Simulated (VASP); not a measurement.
# Te2Mo (P6_3/mmc) in VASP: single point with PBE

Aim: the single point of Te2Mo with PBE.

Program: VASP 6.6.1. These are calculated values, not measurements. Logs are shortened: lines on timing, memory, paths and dates and some standing lists are left out, and cuts for length are marked.

**1. The cell of the first run**

It takes space group P6_3/mmc (No. 194, hexagonal). Conventional cell: a = 3.518 Å, b = 3.518 Å, c = 13.974 Å, α = 90.00°, β = 90.00°, γ = 120.00°. Within 3.7 Å of Te (site symmetry 3m) lie 3 Mo at 2.72 Å and 7 Te at 3.52 to 3.63 Å. Mo (site symmetry -6m2) has 6 Te at 2.72 Å and 6 Mo at 3.52 Å within 3.6 Å.

**2. Single point, PBE**

Input file INCAR:

```
ALGO = Normal
EDIFF = 1E-7
ENCUT = 520
GGA = PE
ISIF = 2
ISMEAR = 0
LASPH = True
LCHARG = False
LREAL = False
LWAVE = False
NBANDS = 35
NELM = 80
PREC = Accurate
SIGMA = 0.01
```

Input file KPOINTS:

```
k-points
0
Gamma
  12 12 3
```

Input file POSCAR:

```
Te2Mo
1.0
    3.5182000000      0.0000000000      0.0000000000
   -1.7591000000      3.0468505756      0.0000000000
    0.0000000000      0.0000000000     13.9736000000
Te Mo
4 2
Direct
    0.3333333333      0.6666666667      0.6201226891
    0.6666666667      0.3333333333      0.1201226891
    0.3333333333      0.6666666667      0.8798773109
    0.6666666667      0.3333333333      0.3798773109
    0.3333333333      0.6666666667      0.2500000000
    0.6666666667      0.3333333333      0.7500000000
```

Potentials or basis: VASP PAW PBE potentials, release 64 (Te, Mo_sv).

Command:

```bash
cat potpaw_PBE.64/Te/POTCAR potpaw_PBE.64/Mo_sv/POTCAR > POTCAR
mpirun -np 1 vasp_std > vasp.out
```

OUTCAR:

```text
EDIFF = 1E-7
   ENCUT = 520
   GGA = PE
   ISIF = 2
   ISMEAR = 0
   LASPH = True
   LREAL = False
   NELM = 80
   PREC = Accurate

 ion  position               nearest neighbor table
   1  0.333  0.667  0.620-   6 2.72   6 2.72   6 2.72   3 3.63
   2  0.667  0.333  0.120-   5 2.72   5 2.72   5 2.72   4 3.63
   3  0.333  0.667  0.880-   6 2.72   6 2.72   6 2.72   1 3.63
   4  0.667  0.333  0.380-   5 2.72   5 2.72   5 2.72   2 3.63
   5  0.333  0.667  0.250-   2 2.72   4 2.72   2 2.72   4 2.72   2 2.72   4 2.72
   6  0.667  0.333  0.750-   1 2.72   3 2.72   1 2.72   3 2.72   1 2.72   3 2.72

  LATTYP: Found a hexagonal cell.
 ALAT       =     3.5182000000
 C/A-ratio  =     3.9718037633

  Lattice vectors:

 A1 = (   3.5182000000,   0.0000000000,   0.0000000000)
 A2 = (  -1.7591000000,   3.0468505756,   0.0000000000)
 A3 = (   0.0000000000,   0.0000000000,  13.9736000000)

Analysis of symmetry for initial positions (statically):
=====================================================================
 Subroutine PRICEL returns:
 Original cell was already a primitive cell.

 Routine SETGRP: Setting up the symmetry group for a
 hexagonal supercell.

 Subroutine GETGRP returns: Found 24 space group operations
 (whereof 12 operations were pure point group operations)
 out of a pool of 24 trial point group operations.

The static configuration has the point symmetry D_3d.
 The point group associated with its full space group is D_6h.

Analysis of symmetry for dynamics (positions and initial velocities):
=====================================================================
 Subroutine PRICEL returns:
 Original cell was already a primitive cell.

 Routine SETGRP: Setting up the symmetry group for a
 hexagonal supercell.

 Subroutine GETGRP returns: Found 24 space group operations
 (whereof 12 operations were pure point group operations)
 out of a pool of 24 trial point group operations.

The dynamic configuration has the point symmetry D_3d.
 The point group associated with its full space group is D_6h.

 Subroutine INISYM returns: Found 24 space group operations
 (whereof 12 operations are pure point group operations),
 and found     1 'primitive' translations

----------------------------------------------------------------------------------------

                                     Primitive cell

  volume of cell :     149.7890

  direct lattice vectors                    reciprocal lattice vectors
     3.518200000  0.000000000  0.000000000     0.284236257  0.164103880  0.000000000
    -1.759100000  3.046850576  0.000000000     0.000000000  0.328207759  0.000000000
     0.000000000  0.000000000 13.973600000     0.000000000  0.000000000  0.071563520

  length of vectors
     3.518200000  3.518200000 13.973600000     0.328207759  0.328207759  0.071563520

  position of ions in fractional coordinates (direct lattice)
     0.333333333  0.666666667  0.620122689
     0.666666667  0.333333333  0.120122689
     0.333333333  0.666666667  0.879877311
     0.666666667  0.333333333  0.379877311
     0.333333333  0.666666667  0.250000000
     0.666666667  0.333333333  0.750000000

  ion indices of the primitive-cell ions
   primitive index   ion index
                 1           1
                 2           2
                 3           3
                 4           4
                 5           5
                 6           6

----------------------------------------------------------------------------------------

 KPOINTS: k-points

Automatic generation of k-mesh.
 Grid dimensions read from file:
 generate k-points for:   12   12    3

 Generating k-lattice:

  Cartesian coordinates                     Fractional coordinates (reciprocal lattice)
     0.023686355  0.013675323  0.000000000     0.083333333  0.000000000  0.000000000
     0.000000000  0.027350647  0.000000000     0.000000000  0.083333333  0.000000000
     0.000000000  0.000000000  0.023854507     0.000000000  0.000000000  0.333333333

  Length of vectors
     0.027350647  0.027350647  0.023854507

  Shift w.r.t. Gamma in fractional coordinates (k-lattice)
     0.000000000  0.000000000  0.000000000

 Subroutine IBZKPT returns following result:
 ===========================================

 Found     38 irreducible k-points:

 Following reciprocal coordinates:
            Coordinates               Weight
  0.000000  0.000000  0.000000      1.000000
  0.083333  0.000000  0.000000      6.000000
  0.166667  0.000000  0.000000      6.000000
  0.250000  0.000000  0.000000      6.000000
  0.333333  0.000000  0.000000      6.000000
  0.416667  0.000000  0.000000      6.000000
[... 16 lines left out ...]
  0.250000  0.000000  0.333333     12.000000
  0.333333  0.000000  0.333333     12.000000
 [... further k-points ...]
   k-points           NKPTS =     38   k-points in BZ     NKDIM =     38   number of bands    NBANDS=     35
   number of dos      NEDOS =    301   number of ions     NIONS =      6
   total plane-waves  NPLWV =  84672
   dimension x,y,z NGX =    28 NGY =   28 NGZ =  108
   dimension x,y,z NGXF=    56 NGYF=   56 NGZF=  216
   ions per type =               4   2
   NGX,Y,Z   is equivalent  to a cutoff of  13.23, 13.23, 12.85 a.u.
   NGXF,Y,Z  is equivalent  to a cutoff of  26.46, 26.46, 25.70 a.u.
 SYSTEM =  unknown system
   PREC   = accura    normal or accurate (medium, high low for compatibility)
   ISTART =      0    job   : 0-new  1-cont  2-samecut
   ICHARG =      2    charge: 1-file 2-atom 10-const
   ISPIN  =      1    spin polarized calculation?
   LNONCOLLINEAR =      F non collinear calculations
   LSORBIT =      F    spin-orbit coupling
   LASPH  =      T    aspherical Exc in radial PAW
   ENCUT  =  520.0 eV  38.22 Ry    6.18 a.u.   6.54  6.54 25.98*2*pi/ulx,y,z
   NELM   =     80;   NELMIN=  2; NELMDL= -5     # of ELM steps
   EDIFF  = 0.1E-06   stopping-criterion for ELM
   LREAL  =      F    real-space projection
   EDIFFG = 0.1E-05   stopping-criterion for IOM
   NSW    =      0    number of steps for IOM
   IBRION =     -1    ionic relax: 0-MD 1-quasi-New 2-CG
   NFREE  =      0    steps in history (QN), initial steepest desc. (CG)
   ISIF   =      2    stress and relaxation
   ISYM   =      2    0-nonsym 1-usesym 2-fastsym
   POTIM  = 0.5000    time-step for ionic-motion
   TEBEG  =    0.0;   TEEND  =   0.0 temperature during run
   PSTRESS=    0.0 pullay stress
   NELECT =      52.0000    total number of electrons
   NUPDOWN=      -1.0000    fix difference up-down
   EMIN   =  10.00;   EMAX   =-10.00  energy-range for DOS
   EFERMI =   0.00;   METHOD = LEGACY
   ISMEAR =     0;   SIGMA  =   0.01  broadening in eV -4-tet -1-fermi 0-gaus
   EFERMI_NEDOS =   21; number of points for ismear=-14 and -15
   IALGO  =     38    algorithm
   IMIX   =      4    mixing-type and parameters
     AMIX     =   0.40;   BMIX     =  1.00
     AMIX_MAG =   1.60;   BMIX_MAG =  1.00
  volume/ion in A,a.u.               =      24.96       168.47
  Fermi-wavevector in a.u.,A,eV,Ry     =   1.150578  2.174277 18.011787  1.323829
  Thomas-Fermi vector in A             =   2.287241
   LORBIT       =      0    0 simple, 1 ext, 2 COOP (PROOUT), +10 PAW based schemes
   GGA     = PE    functional components
   LHFCALC =     F    Hartree Fock is set to
   AEXX    =    0.0000 exact exchange contribution
   IVDW    =     0    specifies the selected vdW correction
   LEPSILON=     F    determine dielectric tensor
   LRPA    =     F    only Hartree local field effects (RPA)
 non-spin polarized calculation
 Gauss-broadening in eV      SIGMA  =   0.01
  energy-cutoff  :      520.00
  volume of cell :      149.79
 maximum number of plane-waves:      4095
 NGX is ok and might be reduce to    28
   NGX = 13   NGY = 13   NGZ = 51

 number of electron      51.9999997 magnetization

 Free energy of the ion-electron system (eV)
  ---------------------------------------------------
  ext. energy  EPLUGINS =         0.00000000
  ---------------------------------------------------
  free energy    TOTEN  =       -35.99246176 eV

  energy without entropy =      -35.99246176  energy(sigma->0) =      -35.99246176

 E-fermi :   8.2515     XC(G=0): -10.4539

 val. band max:        8.1432208943   @ k =   0.0000   0.0000   0.0000
 cond. band min:       8.8910604623   @ k =   0.2500   0.1667   0.0000
 fundamental gap:      0.7478395680
 Fermi energy:         8.2514596475

 k-point     1 :       0.0000    0.0000    0.0000
  band No.  band energies     occupation
      1     -52.6676      2.00000
      2     -52.6676      2.00000
      3     -26.8328      2.00000
      4     -26.8328      2.00000
      5     -26.7056      2.00000
      6     -26.7056      2.00000
[... 27 lines left out ...]
     34      11.5216      0.00000
     35      13.8481      0.00000

 k-point     2 :       0.0833    0.0000    0.0000
  band No.  band energies     occupation
      1     -52.6669      2.00000
      2     -52.6669      2.00000
      3     -26.8309      2.00000
      4     -26.8309      2.00000
      5     -26.7143      2.00000
      6     -26.7143      2.00000
[... 27 lines left out ...]
     34      11.3323      0.00000
     35      14.2866      0.00000

 k-point     3 :       0.1667    0.0000    0.0000
  band No.  band energies     occupation
      1     -52.6652      2.00000
      2     -52.6652      2.00000
      3     -26.8257      2.00000
      4     -26.8257      2.00000
      5     -26.7381      2.00000
      6     -26.7381      2.00000
[... 27 lines left out ...]
     34      11.5344      0.00000
     35      14.5129      0.00000

 k-point     4 :       0.2500    0.0000    0.0000
  band No.  band energies     occupation
      1     -52.6627      2.00000
      2     -52.6627      2.00000
      3     -26.8185      2.00000
      4     -26.8185      2.00000
      5     -26.7704      2.00000
      6     -26.7704      2.00000
[... 27 lines left out ...]
     34      11.7500      0.00000
     35      14.3102      0.00000

 k-point     5 :       0.3333    0.0000    0.0000
  band No.  band energies     occupation
      1     -52.6603      2.00000
      2     -52.6603      2.00000
      3     -26.8114      2.00000
      4     -26.8114      2.00000
      5     -26.8024      2.00000
      6     -26.8024      2.00000
[... 638 lines left out ...]
 k-point    22 :       0.1667    0.0000    0.3333
  band No.  band energies     occupation
      1     -52.6652      2.00000
      2     -52.6652      2.00000
      3     -26.8257      2.00000
      4     -26.8257      2.00000
      5     -26.7381      2.00000
      6     -26.7381      2.00000
[... 27 lines left out ...]
     34      11.4748      0.00000
     35      14.7504      0.00000

 k-point    23 :       0.2500    0.0000    0.3333
  band No.  band energies     occupation
      1     -52.6627      2.00000
      2     -52.6627      2.00000
      3     -26.8185      2.00000
      4     -26.8185      2.00000
      5     -26.7704      2.00000
      6     -26.7704      2.00000
[... 27 lines left out ...]
     34      11.6486      0.00000
     35      14.2422      0.00000

 k-point    24 :       0.3333    0.0000    0.3333
  band No.  band energies     occupation
      1     -52.6603      2.00000
      2     -52.6603      2.00000
      3     -26.8114      2.00000
      4     -26.8114      2.00000
      5     -26.8024      2.00000
      6     -26.8024      2.00000
[... 27 lines left out ...]
     34      11.7536      0.00000
     35      13.2035      0.00000

 [... further k-points ...]

------------------------ aborting loop because EDIFF is reached ----------------------------------------

  FORCE on cell =-STRESS in cart. coord.  units (eV):
  Direction    XX          YY          ZZ          XY          YZ          ZX
  --------------------------------------------------------------------------------------
  -------------------------------------------------------------------------------------
  Total        2.0675346      2.0675346      2.0834595      0.0000000     -0.0000000      0.0000000
  in kB       22.1148186     22.1148186     22.2851546      0.0000000     -0.0000000      0.0000000
  external PRESSURE =      22.1715973 kB  Pullay stress =       0.0000000 kB

 VOLUME and BASIS-vectors are now :
 -----------------------------------------------------------------------------
  energy-cutoff  :      520.00
  volume of cell :      149.79
      direct lattice vectors                 reciprocal lattice vectors
     3.518200000  0.000000000  0.000000000     0.284236257  0.164103880  0.000000000
    -1.759100000  3.046850576  0.000000000     0.000000000  0.328207759  0.000000000
     0.000000000  0.000000000 13.973600000     0.000000000  0.000000000  0.071563520

 POSITION                                       TOTAL-FORCE (eV/Angst)
 -----------------------------------------------------------------------------------
     -0.00000      2.03123      8.66535         0.000000      0.000000     -0.013634
      1.75910      1.01562      1.67855         0.000000     -0.000000     -0.013634
     -0.00000      2.03123     12.29505        -0.000000      0.000000      0.013634
      1.75910      1.01562      5.30825         0.000000     -0.000000      0.013634
     -0.00000      2.03123      3.49340        -0.000000     -0.000000     -0.000000
      1.75910      1.01562     10.48020         0.000000      0.000000     -0.000000
 -----------------------------------------------------------------------------------
    total drift:                               -0.000000      0.000000     -0.000000

  FREE ENERGIE OF THE ION-ELECTRON SYSTEM (eV)
  ---------------------------------------------------
  free  energy   TOTEN  =       -35.9924617631 eV

  energy  without entropy=      -35.9924617631  energy(sigma->0) =      -35.99246176
```

Run time: 4 min. Hardware: 1 thread of Intel Xeon Platinum 8259CL at 2.50GHz (Skylake/Cascade Lake), shared host; peak memory 0.37 GiB.

What came out:

```
Free energy            : -35.9925 eV
Pressure               : 2.2 GPa
Largest force          : 0.014 eV/Å
Band gap on the k mesh : 0.75 eV (least direct gap 1.05 eV)
```

Forces in eV/Å, atoms in the order of the input:
```
Te   0.000  0.000 -0.014
Te   0.000  0.000 -0.014
Te   0.000  0.000  0.014
Te   0.000  0.000  0.014
Mo   0.000  0.000  0.000
Mo   0.000  0.000  0.000
```

Caveat: semilocal functionals underestimate gaps, and a narrow one can read as zero; spin-orbit coupling is left out, which moves the levels of the heavy elements; this functional lacks dispersion, which binds layers or chains, so the pressure and a relaxed spacing across them are unreliable.
